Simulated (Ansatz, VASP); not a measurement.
**SnO2: VASP beside Ansatz**

File INCAR:

```
  ALGO = Normal
  EDIFF = 1E-6
  ENCUT = 520
  ISIF = 2
  ISMEAR = 0
  LASPH = T
  LCHARG = T
  LELF = T
  LREAL = F
  LVHAR = T
  LWAVE = F
  NBANDS = 35
  NELM = 80
  PREC = Accurate
  SIGMA = 0.05
```

KPOINTS

```
k-points
0
Gamma
  6 6 8
```

Contents of POSCAR:

```
SnO2
1.0
    4.7207174017      0.0000000000      0.0000000000
    0.0000000000      4.7207174017      0.0000000000
    0.0000000000      0.0000000000      3.1887553105
Sn O
2 4
Direct
    0.0000000000      0.0000000000      0.0000000000
    0.5000000000      0.5000000000      0.5000000000
    0.3061065496      0.3061065496      0.0000000000
    0.1938934504      0.8061065496      0.5000000000
    0.6938934504      0.6938934504      0.0000000000
    0.8061065496      0.1938934504      0.5000000000
```

Input for Ansatz:

```yaml
crystal:
  lattice:
    - [4.7207174017, 0.0, 0.0]
    - [0.0, 4.7207174017, 0.0]
    - [0.0, 0.0, 3.1887553105]
  atoms:
    - { symbol: Sn, position: [0.0, 0.0, 0.0] }
    - { symbol: Sn, position: [0.5, 0.5, 0.5] }
    - { symbol: O, position: [0.3061065496, 0.3061065496, 0.0] }
    - { symbol: O, position: [0.1938934504, 0.8061065496, 0.5] }
    - { symbol: O, position: [0.6938934504, 0.6938934504, 0.0] }
    - { symbol: O, position: [0.8061065496, 0.1938934504, 0.5] }
basis:
  ecutwfc: 520.0
kpoints:
  mp_grid: { grid: [6, 6, 8] }
hamiltonian:
  xc: lda
  pseudopotentials: { kind: paw, azcp: { folder: soft_1 } }
scf:
  occupations: { method: gaussian, width: 0.05 }
output:
  forces: true
  stress: true
  eigenvalues: true
  write_density: true
  write_potential: true
  elf: true
  volumetric_format: npy
```

Alike in both runs: task single point; functional LDA; k mesh 6 × 6 × 8; occupations gaussian, width 0.05 eV; no spin polarisation.

```csv
,VASP,Ansatz
version,VASP 6.6.1,Ansatz 0.2.0
potentials or method,"VASP PAW LDA potentials, release 64 (Sn_d, O), cutoff 520 eV","scalar-relativistic, plane waves, PAW"
valence electrons in the cell,52,52
```

VASP gave:

* gap on the k mesh at the Fermi level (eV): 1.21
* least direct gap on the mesh (eV): 1.21
* pressure (GPa): 1.4
* traceless stress, the component that is largest in VASP (GPa): 0.39
* rms of the force components (eV/Å): 0.015

**Question.** Estimate Ansatz's values.

**Answer.** gap on the k mesh at the Fermi level (eV): 1.18; least direct gap on the mesh (eV): 1.18; pressure (GPa): 0.0; traceless stress, the component that is largest in VASP (GPa): 0.01; rms of the force components (eV/Å): 0.002.

Ansatz warns that its potentials were made for another functional, while VASP's fit it. LDA's correlation is that of Perdew and Zunger in VASP and of Perdew and Wang (1992) in Ansatz. Atom by atom the forces differ by 0.013 eV/Å (rms over components).
